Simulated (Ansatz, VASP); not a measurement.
## One calculation of TePb, two programs

```
Pb Te
1.0
     4.08078    0.00000    0.00000
     0.00000    4.08078    0.00000
     0.00000    0.00000    4.08078
Pb Te
1 1
Direct
  0.00000 0.00000 0.00000
  0.50000 0.50000 0.50000
```

Alike in both runs: task single point; functional r2SCAN0; k mesh 4 × 4 × 4; occupations fermi-dirac, width 0.05 eV; no spin polarisation.

|  | VASP | Ansatz |
| --- | --- | --- |
| version | VASP 6.6.1 | Ansatz 0.2.0 |
| potentials or method | VASP PAW PBE potentials, release 64 (Pb_d, Te) | Ansatz PAW |
| plane-wave cutoff (eV) | 520 | 500 |
| valence electrons in the cell | 20 | 30 |

|  | VASP | Ansatz | Ansatz less VASP |
| --- | --- | --- | --- |
| gap on the k mesh at the Fermi level (eV) | none | none | - |
| pressure (GPa) | -3.1 | -2.8 | +0.25 |

VASP's potentials were made for PBE, not for r2SCAN0. A gap of «none» marks a metal or a gap that the smearing closes. The functional is the same, so the differences come from potentials, cutoffs and numerics. VASP's potentials hold 20 valence electrons a cell and Ansatz's 30, so a difference there can come from the potentials and not from the codes.

The k mesh is coarse, so the values compare programs but aren't converged. Neither program's run includes spin-orbit coupling.
